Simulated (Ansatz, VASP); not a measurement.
**WSe2 in VASP and in Ansatz**

```
W Se
1.0
     4.43575    0.00000    0.00000
    -2.21787    3.84147    0.00000
     0.00000    0.00000    9.00343
W Se
2 4
Direct
  0.33333 0.66667 0.90710
  0.66667 0.33333 0.90710
  0.00000 0.00000 0.88771
  0.50000 0.00000 0.24286
  0.00000 0.50000 0.24286
  0.50000 0.50000 0.24286
```

Alike in both runs: task single point; functional PBE; k mesh 6 × 6 × 2; occupations gaussian, width 0.1 eV; no spin polarisation.

|  | VASP | Ansatz |
| --- | --- | --- |
| version | VASP 6.6.1 | Ansatz 0.2.0 |
| potentials or method | VASP PAW PBE potentials, release 64 (W_sv, Se), cutoff 520 eV | scalar-relativistic, plane waves, PAW |
| valence electrons in the cell | 52 | 92 |

Ansatz gave:

* gap on the k mesh at the Fermi level (eV): none
* rms of the force components (eV/Å): 0.263

Question: Estimate VASP's values.

Answer: gap on the k mesh at the Fermi level (eV): none; rms of the force components (eV/Å): 0.268.

Atom by atom the forces differ by 0.006 eV/Å (rms over components). A gap of «none» marks a metal or a gap that the smearing closes. VASP's potentials hold 52 valence electrons a cell and Ansatz's 92, so a difference there can come from the potentials and not from the codes.

Spin-orbit coupling is off throughout.
